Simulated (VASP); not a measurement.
Wanted: the native input for a VASP 6.6.1 run.

| Quantity | Value |
| --- | --- |
| Task | single point |
| Functional | PBE |
| Potentials or basis | VASP PAW PBE potentials, release 64 (Mg, O) |
| Cutoff | 520 eV |
| k mesh | 17 × 17 × 17 |
| Occupations | fermi-dirac, width 0.0612256 eV |
| Spin | no spin polarisation |
| Dipole correction | no |
| Further INCAR settings | ALGO = Normal; EDIFF = 1e-06; NBANDS = 12 |

The structure of Mg2O (antifluorite type) lies in POSCAR:

```
Mg2O
1.0
    0.0000000000      2.8568063790      2.8568063790
    2.8568063790      0.0000000000      2.8568063790
    2.8568063790      2.8568063790      0.0000000000
Mg O
2 1
Direct
    0.2500000000      0.2500000000      0.2500000000
    0.7500000000      0.7500000000      0.7500000000
    0.0000000000      0.0000000000      0.0000000000
```

These files were run (other wordings do the same):

INCAR

```
SYSTEM = Mg2O
ALGO = Normal
EDIFF = 1E-6
ENCUT = 520
GGA = PE
ISIF = 2
ISMEAR = -1
LASPH = .True.
LCHARG = .True.
LELF = .True.
LREAL = .False.
LVHAR = .True.
LWAVE = .False.
NBANDS = 12
NELM = 80
PREC = Accurate
SIGMA = 0.06122561905347299
```

KPOINTS

```
k-points
0
Gamma
  17 17 17
  0 0 0
```

Potentials or basis: VASP PAW PBE potentials, release 64 (Mg, O).

Command:

```bash
$ cat potpaw_PBE.64/Mg/POTCAR potpaw_PBE.64/O/POTCAR > POTCAR
$ mpirun -np 1 vasp_std > vasp.out
```

Results of the run:

The pressure is -2.4 GPa.

Run time: 35 s on 1 thread of AMD EPYC 9R45 96-Core Processor (Zen 5), with other jobs on the host, peak memory 0.21 GiB.
